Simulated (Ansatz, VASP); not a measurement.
## SnPt3 in VASP and in Ansatz

```
Sn Pt
1.0
     4.02649    0.00000    0.00000
     0.00000    4.02649    0.00000
     0.00000    0.00000    4.02649
Sn Pt
1 3
Direct
  0.00000 0.00000 0.00000
  0.00000 0.50000 0.50000
  0.50000 0.00000 0.50000
  0.50000 0.50000 0.00000
```

Change from the starting cell: volume scaled by 1.02, crystal datasets.

Alike in both runs: task electric field gradients; functional LDA; k mesh 8 × 8 × 8; occupations fermi-dirac, width 0.05 eV; no spin polarisation.

|  | VASP | Ansatz |
| --- | --- | --- |
| version | VASP 6.6.1 | Ansatz 0.2.0 |
| potentials or method | VASP PAW LDA potentials, release 64 (Sn_d, Pt), cutoff 400 eV | all-electron PAW with datasets made for the crystal, scalar-relativistic |

```tsv
	VASP	Ansatz	Ansatz less VASP
pressure (GPa)	-7.2	-7.8	-0.65
size of Vzz on the site where it differs most (V/Å²)	141.0	155.6	+14.62
```

LDA's correlation is that of Perdew and Zunger in VASP and of Perdew and Wang (1992) in Ansatz. Ansatz ran all-electron here, and VASP with PAW potentials.

Neither program's run includes spin-orbit coupling.
